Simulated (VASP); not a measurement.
A run of VASP 6.6.1 is set up as follows.

The input INCAR:

```
PREC = Accurate
ENCUT = 520
EDIFF = 1E-7
ISMEAR = 1
SIGMA = 0.2
LREAL = False
LASPH = True
NELM = 100
ALGO = Normal
ISIF = 2
LWAVE = False
LCHARG = False
GGA = PS
NBANDS = 35
```

Contents of KPOINTS:

```
regular mesh
0
Gamma
  12 12 2
```

File POSCAR:

```
MoS2
1.0
    3.2359000000      0.0000000000      0.0000000000
   -1.6179500000      2.8023716041      0.0000000000
    0.0000000000      0.0000000000     12.0675000000
Mo S
2 4
Direct
    0.3333333333      0.6666666667      0.2500000000
    0.6666666667      0.3333333333      0.7500000000
    0.3333333333      0.6666666667      0.6259932117
    0.6666666667      0.3333333333      0.1259932117
    0.3333333333      0.6666666667      0.8740067883
    0.6666666667      0.3333333333      0.3740067883
```

Potentials or basis: VASP PAW PBE potentials, release 64 (Mo_sv, S).

Run with:

```bash
$ cat potpaw_PBE.64/Mo_sv/POTCAR potpaw_PBE.64/S/POTCAR > POTCAR
$ mpirun -np 1 vasp_std > vasp.out
```

(1) What does it give for the band gap on the k mesh?

(2) What does it give for the pressure?

(3) Predict the largest force.

Answers

(1) 0.30 eV, indirect (least direct gap 1.36 eV).

(2) -1.9 GPa.

(3) 0.593 eV/Å.

Caveat: the PAW data sets were made with another functional, which shifts forces and pressure a little; this functional lacks dispersion, which binds the layers, so the pressure and a relaxed spacing across them are unreliable.

**What was measured.**

“Multiwavelength excitation Raman Scattering Analysis of bulk and 2 dimensional MoS2: Vibrational properties of atomically thin MoS2 layers”, 2015, arxiv:1506.03228 reports, for a bulk crystal of MoS2 at 300 K: band gap 1.3 eV (indirect).

Against the measured gap of MoS2, 1.3 eV (indirect; 300 K; “Multiwavelength excitation Raman Scattering Analysis of bulk and 2 dimensional MoS2: Vibrational properties of atomically thin MoS2 layers”, 2015, arxiv:1506.03228), the calculated 0.30 eV is off by -1.00 eV. Spin-orbit coupling on Mo is left out. The value is that of PBEsol on a finite k mesh, which can miss the band edges, without temperature or zero-point motion. Semilocal functionals fall short of measured gaps as a rule.
